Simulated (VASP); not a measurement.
Ga3Se:

```
Ga Se
1.0
     4.43246    0.00000    0.00000
     0.00000    4.43246    0.00000
     0.00000    0.00000    4.43246
Ga Se
3 1
Direct
  0.00000 0.50000 0.50000
  0.50000 0.00000 0.50000
  0.50000 0.50000 0.00000
  0.00000 0.00000 0.00000
```

```yaml
Program: VASP 6.6.1
Task: relaxation of cell and atoms
Functional: LDA
Potentials_or_basis: VASP PAW LDA potentials, release 64 (Ga_d, Se)
Cutoff: 600 eV
k_mesh: 10 × 10 × 10
Occupations: gaussian, width 0.1 eV
Spin: no spin polarisation
```

At the start: pressure -4.9 GPa; volume 21.77 Å³/atom.

Question: How do energy, volume and symmetry change on relaxing?

Answer: Over 3 steps the energy falls by 43.8 meV/atom and the volume is 19.26 Å³/atom (-11.5 %); space group Pm-3m (No. 221, to 0.1 Å) before and after.

Step by step:
```
step  energy change (eV)  largest force (eV/Å)  pressure (GPa)  volume (Å³)
   1              0.0000                0.0000           -4.94        87.08
   2             -0.1674                0.0000           -1.26        78.90
   3             -0.1751                0.0000           -0.05        77.03
```

Final structure:
```xyz
4
Lattice="4.2549 0.0000 0.0000 0.0000 4.2549 0.0000 0.0000 0.0000 4.2549" Properties=species:S:1:pos:R:3 pbc="T T T"
Ga    0.0000    2.1275    2.1275
Ga    2.1275    0.0000    2.1275
Ga    2.1275    2.1275    0.0000
Se    0.0000    0.0000    0.0000
```
